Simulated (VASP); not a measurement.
# Nb in VASP: notebook

Runs on Nb. Level: LDA. Tasks: single point.

Everything below comes from runs of VASP 6.6.1. Logs are shortened: lines on timing, memory, paths and dates and some standing lists are left out, and cuts for length are marked.

## Step 1: The cell of the first run

The cell holds a slab with vacuum, 5 atoms: a = 3.248 Å, b = 3.248 Å, c = 22.496 Å, α = 90.00°, β = 90.00°, γ = 90.00°.

## Step 2: Single point, LDA

INCAR

```
PREC = Accurate ; ENCUT = 520
EDIFF = 1E-6 ; ISMEAR = -1
SIGMA = 0.05 ; LREAL = False
LASPH = True ; NELM = 100
ALGO = Normal ; ISIF = 2
LWAVE = False ; LCHARG = True
LDIPOL = True ; IDIPOL = 3
DIPOL = 0.5 0.5 0.500 ; LELF = True
LVHAR = True ; LVACPOTAV = True
NBANDS = 40
```

KPOINTS

```
regular mesh
0
Gamma
  11 11 1
```

POSCAR

```
Nb
1.0
    3.2478102620      0.0000000000      0.0000000000
    0.0000000000      3.2478102620      0.0000000000
    0.0000000000      0.0000000000     22.4956000000
Nb
5
Direct
    0.0000000000      0.0000000000      0.3644448694
    0.5000000000      0.5000000000      0.4263684827
    0.0000000000      0.0000000000      0.5000000126
    0.5000000000      0.5000000000      0.5736315161
    0.0000000000      0.0000000000      0.6355551192
```

Potentials or basis: VASP PAW LDA potentials, release 64 (Nb_sv).

The run is started by

```sh
cat potpaw_LDA.64/Nb_sv/POTCAR > POTCAR
mpirun -np 1 vasp_std > vasp.out
```

OUTCAR:

```text
PREC = Accurate
   ENCUT = 520
   EDIFF = 1E-6
   ISMEAR = -1
   LREAL = False
   LASPH = True
   NELM = 100
   ISIF = 2

 ion  position               nearest neighbor table
   1  0.000  0.000  0.364-   2 2.69   2 2.69   2 2.69   2 2.69
   2  0.500  0.500  0.426-   1 2.69   1 2.69   1 2.69   1 2.69   3 2.83   3 2.83   3 2.83   3 2.83

   3  0.000  0.000  0.500-   4 2.83   4 2.83   4 2.83   4 2.83   2 2.83   2 2.83   2 2.83   2 2.83

   4  0.500  0.500  0.574-   5 2.69   5 2.69   5 2.69   5 2.69   3 2.83   3 2.83   3 2.83   3 2.83

   5  0.000  0.000  0.636-   4 2.69   4 2.69   4 2.69   4 2.69

  LATTYP: Found a simple tetragonal cell.
 ALAT       =     3.2478102620
 C/A-ratio  =     6.9263898397

  Lattice vectors:

 A1 = (   3.2478102620,   0.0000000000,   0.0000000000)
 A2 = (   0.0000000000,   3.2478102620,   0.0000000000)
 A3 = (   0.0000000000,   0.0000000000,  22.4956000000)

Analysis of symmetry for initial positions (statically):
=====================================================================
 Subroutine PRICEL returns:
 Original cell was already a primitive cell.

 Routine SETGRP: Setting up the symmetry group for a
 simple tetragonal supercell.

 Subroutine GETGRP returns: Found 16 space group operations
 (whereof 16 operations were pure point group operations)
 out of a pool of 16 trial point group operations.

The static configuration has the point symmetry D_4h.

Analysis of symmetry for dynamics (positions and initial velocities):
=====================================================================
 Subroutine PRICEL returns:
 Original cell was already a primitive cell.

 Routine SETGRP: Setting up the symmetry group for a
 simple tetragonal supercell.

 Subroutine GETGRP returns: Found 16 space group operations
 (whereof 16 operations were pure point group operations)
 out of a pool of 16 trial point group operations.

The dynamic configuration has the point symmetry D_4h.

 Subroutine INISYM returns: Found 16 space group operations
 (whereof 16 operations are pure point group operations),
 and found     1 'primitive' translations

----------------------------------------------------------------------------------------

                                     Primitive cell

  volume of cell :     237.2897

  direct lattice vectors                    reciprocal lattice vectors
     3.247810262  0.000000000  0.000000000     0.307899760  0.000000000  0.000000000
     0.000000000  3.247810262  0.000000000     0.000000000  0.307899760  0.000000000
     0.000000000  0.000000000 22.495600000     0.000000000  0.000000000  0.044453138

  length of vectors
     3.247810262  3.247810262 22.495600000     0.307899760  0.307899760  0.044453138

  position of ions in fractional coordinates (direct lattice)
     0.000000000  0.000000000  0.364444869
     0.500000000  0.500000000  0.426368483
     0.000000000  0.000000000  0.500000013
     0.500000000  0.500000000  0.573631516
     0.000000000  0.000000000  0.635555119

  ion indices of the primitive-cell ions
   primitive index   ion index
                 1           1
                 2           2
                 3           3
                 4           4
                 5           5

----------------------------------------------------------------------------------------

 KPOINTS: regular mesh

Automatic generation of k-mesh.
 Grid dimensions read from file:
 generate k-points for:   11   11    1

 Generating k-lattice:

  Cartesian coordinates                     Fractional coordinates (reciprocal lattice)
     0.027990887  0.000000000  0.000000000     0.090909091  0.000000000  0.000000000
     0.000000000  0.027990887  0.000000000     0.000000000  0.090909091  0.000000000
     0.000000000  0.000000000  0.044453138     0.000000000  0.000000000  1.000000000

  Length of vectors
     0.027990887  0.027990887  0.044453138

  Shift w.r.t. Gamma in fractional coordinates (k-lattice)
     0.000000000  0.000000000  0.000000000

 Subroutine IBZKPT returns following result:
 ===========================================

 Found     21 irreducible k-points:

 Following reciprocal coordinates:
            Coordinates               Weight
  0.000000  0.000000  0.000000      1.000000
  0.090909  0.000000  0.000000      4.000000
  0.181818  0.000000  0.000000      4.000000
  0.272727  0.000000  0.000000      4.000000
  0.363636  0.000000  0.000000      4.000000
  0.454545  0.000000  0.000000      4.000000
[... 13 lines left out ...]
  0.454545  0.363636  0.000000      8.000000
  0.454545  0.454545  0.000000      4.000000
   k-points           NKPTS =     21   k-points in BZ     NKDIM =     21   number of bands    NBANDS=     40
   number of dos      NEDOS =    301   number of ions     NIONS =      5
   total plane-waves  NPLWV =  96768
   dimension x,y,z NGX =    24 NGY =   24 NGZ =  168
   dimension x,y,z NGXF=    48 NGYF=   48 NGZF=  336
   ions per type =               5
   NGX,Y,Z   is equivalent  to a cutoff of  12.28, 12.28, 12.42 a.u.
   NGXF,Y,Z  is equivalent  to a cutoff of  24.57, 24.57, 24.83 a.u.
 SYSTEM =  unknown system
   PREC   = accura    normal or accurate (medium, high low for compatibility)
   ISTART =      0    job   : 0-new  1-cont  2-samecut
   ICHARG =      2    charge: 1-file 2-atom 10-const
   ISPIN  =      1    spin polarized calculation?
   LNONCOLLINEAR =      F non collinear calculations
   LSORBIT =      F    spin-orbit coupling
   LASPH  =      T    aspherical Exc in radial PAW
   ENCUT  =  520.0 eV  38.22 Ry    6.18 a.u.   6.04  6.04 41.83*2*pi/ulx,y,z
   NELM   =    100;   NELMIN=  2; NELMDL= -5     # of ELM steps
   EDIFF  = 0.1E-05   stopping-criterion for ELM
   LREAL  =      F    real-space projection
   EDIFFG = 0.1E-04   stopping-criterion for IOM
   NSW    =      0    number of steps for IOM
   IBRION =     -1    ionic relax: 0-MD 1-quasi-New 2-CG
   NFREE  =      0    steps in history (QN), initial steepest desc. (CG)
   ISIF   =      2    stress and relaxation
   ISYM   =      2    0-nonsym 1-usesym 2-fastsym
   POTIM  = 0.5000    time-step for ionic-motion
   TEBEG  =    0.0;   TEEND  =   0.0 temperature during run
   PSTRESS=    0.0 pullay stress
   NELECT =      65.0000    total number of electrons
   NUPDOWN=      -1.0000    fix difference up-down
   EMIN   =  10.00;   EMAX   =-10.00  energy-range for DOS
   EFERMI =   0.00;   METHOD = LEGACY
   ISMEAR =    -1;   SIGMA  =   0.05  broadening in eV -4-tet -1-fermi 0-gaus
   EFERMI_NEDOS =   21; number of points for ismear=-14 and -15
   IALGO  =     38    algorithm
   IMIX   =      4    mixing-type and parameters
     AMIX     =   0.40;   BMIX     =  1.00
     AMIX_MAG =   1.60;   BMIX_MAG =  1.00
  volume/ion in A,a.u.               =      47.46       320.26
  Fermi-wavevector in a.u.,A,eV,Ry     =   1.063211  2.009178 15.380279  1.130419
  Thomas-Fermi vector in A             =   2.198689
   LORBIT       =      0    0 simple, 1 ext, 2 COOP (PROOUT), +10 PAW based schemes
   GGA     = CA    functional components
   LHFCALC =     F    Hartree Fock is set to
   AEXX    =    0.0000 exact exchange contribution
   IVDW    =     0    specifies the selected vdW correction
   LEPSILON=     F    determine dielectric tensor
   LRPA    =     F    only Hartree local field effects (RPA)
 non-spin polarized calculation
  energy-cutoff  :      520.00
  volume of cell :      237.29
 maximum number of plane-waves:      6442
   NGX = 13   NGY = 13   NGZ = 83

 dipolmoment           0.000000      0.000000     -0.000000 electrons x Angstroem

 number of electron      64.9999994 magnetization

 dipolmoment           0.000000      0.000000      0.000000 electrons x Angstroem

 Free energy of the ion-electron system (eV)
  ---------------------------------------------------
  ext. energy  EPLUGINS =         0.00000000
  ---------------------------------------------------
  free energy    TOTEN  =       -52.72801139 eV

  energy without entropy =      -52.69328103  energy(sigma->0) =      -52.71064621

 E-fermi :   1.9076     XC(G=0):  -5.6622

 val. band max:        1.8949046460   @ k =   0.4545   0.4545   0.0000
 cond. band min:       1.9122676506   @ k =   0.3636   0.1818   0.0000
 fundamental gap:      0.0173630046
 Fermi energy:         1.9076463558

 k-point     1 :       0.0000    0.0000    0.0000
  band No.  band energies     occupation
      1     -52.5364      2.00000
      2     -52.5267      2.00000
      3     -52.1175      2.00000
      4     -51.7480      2.00000
      5     -51.6862      2.00000
      6     -28.9043      2.00000
[... 32 lines left out ...]
     39       3.1532      0.00000
     40       4.1990      0.00000

 k-point     2 :       0.0909    0.0000    0.0000
  band No.  band energies     occupation
      1     -52.5292      2.00000
      2     -52.5203      2.00000
      3     -52.1127      2.00000
      4     -51.7506      2.00000
      5     -51.6928      2.00000
      6     -28.9449      2.00000
[... 32 lines left out ...]
     39       3.6386      0.00000
     40       3.6954      0.00000

 k-point     3 :       0.1818    0.0000    0.0000
  band No.  band energies     occupation
      1     -52.5098      2.00000
      2     -52.5031      2.00000
      3     -52.0988      2.00000
      4     -51.7579      2.00000
      5     -51.7118      2.00000
      6     -29.0720      2.00000
[... 32 lines left out ...]
     39       3.6353      0.00000
     40       4.1637      0.00000

 k-point     4 :       0.2727    0.0000    0.0000
  band No.  band energies     occupation
      1     -52.4839      2.00000
      2     -52.4798      2.00000
      3     -52.0776      2.00000
      4     -51.7683      2.00000
      5     -51.7400      2.00000
      6     -29.1920      2.00000
[... 32 lines left out ...]
     39       3.9114      0.00000
     40       4.0418      0.00000
[... 643 lines left out ...]
     39       4.1913      0.00000
     40       5.0804      0.00000

 k-point    20 :       0.4545    0.3636    0.0000
  band No.  band energies     occupation
      1     -52.4226      2.00000
      2     -52.4217      2.00000
      3     -52.0126      2.00000
      4     -51.7734      2.00000
      5     -51.7638      2.00000
      6     -29.2772      2.00000
[... 32 lines left out ...]
     39       4.3292      0.00000
     40       5.1350      0.00000

 k-point    21 :       0.4545    0.4545    0.0000
  band No.  band energies     occupation
      1     -52.4184      2.00000
      2     -52.4176      2.00000
      3     -52.0083      2.00000
      4     -51.7697      2.00000
      5     -51.7599      2.00000
      6     -29.3237      2.00000
[... 32 lines left out ...]
     39       4.9355      0.00000
     40       5.3042      0.00000

------------------------ aborting loop because EDIFF is reached ----------------------------------------

  FORCE on cell =-STRESS in cart. coord.  units (eV):
  Direction    XX          YY          ZZ          XY          YZ          ZX
  --------------------------------------------------------------------------------------
  -------------------------------------------------------------------------------------
  Total       -0.3845778     -0.3845778     -0.0710901      0.0000000      0.0000000      0.0000000
  in kB       -2.5966647     -2.5966647     -0.4799997      0.0000000      0.0000000      0.0000000
  external PRESSURE =      -1.8911097 kB  Pullay stress =       0.0000000 kB

 VOLUME and BASIS-vectors are now :
 -----------------------------------------------------------------------------
  energy-cutoff  :      520.00
  volume of cell :      237.29
      direct lattice vectors                 reciprocal lattice vectors
     3.247810262  0.000000000  0.000000000     0.307899760  0.000000000  0.000000000
     0.000000000  3.247810262  0.000000000     0.000000000  0.307899760  0.000000000
     0.000000000  0.000000000 22.495600000     0.000000000  0.000000000  0.044453138

 POSITION                                       TOTAL-FORCE (eV/Angst)
 -----------------------------------------------------------------------------------
      0.00000      0.00000      8.19841        -0.000000     -0.000000     -0.003568
      1.62391      1.62391      9.59141         0.000000      0.000000      0.006174
      0.00000      0.00000     11.24780        -0.000000     -0.000000      0.000000
      1.62391      1.62391     12.90419        -0.000000      0.000000     -0.006174
      0.00000      0.00000     14.29719        -0.000000      0.000000      0.003568
 -----------------------------------------------------------------------------------
    total drift:                                0.000000      0.000000     -0.000010

  FREE ENERGIE OF THE ION-ELECTRON SYSTEM (eV)
  ---------------------------------------------------
  free  energy   TOTEN  =       -52.7280113902 eV

  energy  without entropy=      -52.6932810261  energy(sigma->0) =      -52.71064621

 vacuum level on the upper side and lower side of the slab         5.805         5.805
```

Run time: 3.8 min. Hardware: 1 thread of Intel Xeon Platinum 8488C (Sapphire Rapids), shared host; peak memory 0.32 GiB.

What came out:

- Free energy: -52.7280 eV
- Largest force: 0.006 eV/Å
- Band gap on the k mesh: zero (an odd number of electrons rules out a gap without spin polarisation)

Forces on the atoms (eV/Å):
```
Nb   0.000  0.000 -0.004
Nb   0.000  0.000  0.006
Nb   0.000  0.000  0.000
Nb   0.000  0.000 -0.006
Nb   0.000  0.000  0.004
```

## Step 3: Single point, LDA

INCAR

```
ALGO = Normal ; DIPOL = 0.5 0.5 0.500
EDIFF = 1E-7 ; ENCUT = 520
GGA = CA ; IDIPOL = 3
ISIF = 2 ; ISMEAR = -1
LASPH = True ; LCHARG = False
LDIPOL = True ; LREAL = False
LWAVE = False ; NBANDS = 40
NELM = 60 ; PREC = Accurate
SIGMA = 0.05
```

KPOINTS

```
k-points
0
Gamma
  11 11 1
```

POSCAR is that of step 2.

Potentials or basis: VASP PAW LDA potentials, release 64 (Nb_sv).

The run is started by

```sh
cat potpaw_LDA.64/Nb_sv/POTCAR > POTCAR
mpirun -np 1 vasp_std > vasp.out
```

It took 4.3 min on 1 thread of Intel Xeon Platinum 8488C (Sapphire Rapids), shared host; peak memory 0.32 GiB.

The run converged. Its results:

```
Free energy            : -52.7280 eV
Largest force          : 0.006 eV/Å
Band gap on the k mesh : zero (an odd number of electrons rules out a gap without spin polarisation)
```

Forces in eV/Å, atoms in the order of the input:
```
Nb   0.000  0.000 -0.003
Nb   0.000  0.000  0.006
Nb   0.000  0.000  0.000
Nb   0.000  0.000 -0.006
Nb   0.000  0.000  0.003
```

Levels at points of the mesh, in eV from the Fermi level:
| k point | band 30 | band 31 | band 32 | band 33 | band 34 | band 35 | band 36 | band 37 |
| --- | --- | --- | --- | --- | --- | --- | --- | --- |
| (0.00, 0.00, 0.00) | 0.17 | 0.24 | 0.24 | 0.25 | 0.50 | 0.50 | 0.53 | 0.93 |
